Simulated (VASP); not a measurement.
**CdS (Hawleyite): single point with revPBE+D3(BJ)**

The system is CdS (Hawleyite).

```
Cd S
1.0
     0.00000    2.87708    2.87708
     2.87708    0.00000    2.87708
     2.87708    2.87708    0.00000
Cd S
1 1
Direct
  0.00000 0.00000 0.00000
  0.75000 0.75000 0.75000
```

```
Program                : VASP 6.6.1
Task                   : single point
Functional             : revPBE
Dispersion             : D3(BJ)
Potentials or basis    : VASP PAW PBE potentials, release 64 (Cd, S)
Cutoff                 : 520 eV
k mesh                 : 8 × 8 × 8
Occupations            : fermi-dirac, width 0.05 eV
Spin                   : no spin polarisation
Dipole correction      : no
Further INCAR settings : ALGO = Normal; EDIFF = 1e-06; NBANDS = 16
```

The pressure is 3.1 GPa, the band gap on the k mesh is 1.37 eV, direct and the dispersion energy per atom is -0.620 eV.

Levels at points of the mesh, in eV from the valence-band top:
| k point | band 6 | band 7 | band 8 | band 9 | band 10 | band 11 | band 12 | band 13 |
| --- | --- | --- | --- | --- | --- | --- | --- | --- |
| (0.00, 0.00, 0.00) | -7.35 | 0.00 | 0.00 | 0.00 | 1.37 | 6.59 | 6.59 | 6.59 |
| (0.50, 0.00, 0.00) | -6.93 | -4.62 | -0.81 | -0.81 | 3.18 | 7.07 | 7.07 | 7.75 |
| (0.50, 0.50, 0.00) | -6.86 | -4.10 | -2.01 | -2.01 | 3.61 | 4.47 | 9.57 | 11.12 |

Wall time 49 s on 1 thread of Intel Xeon 6975P-C, on a shared host, peak memory 0.19 GiB.

Caveat: the PAW data sets were made with another functional, which shifts forces and pressure a little. A hybrid or GW would open this gap; revPBE tends to underestimate it.
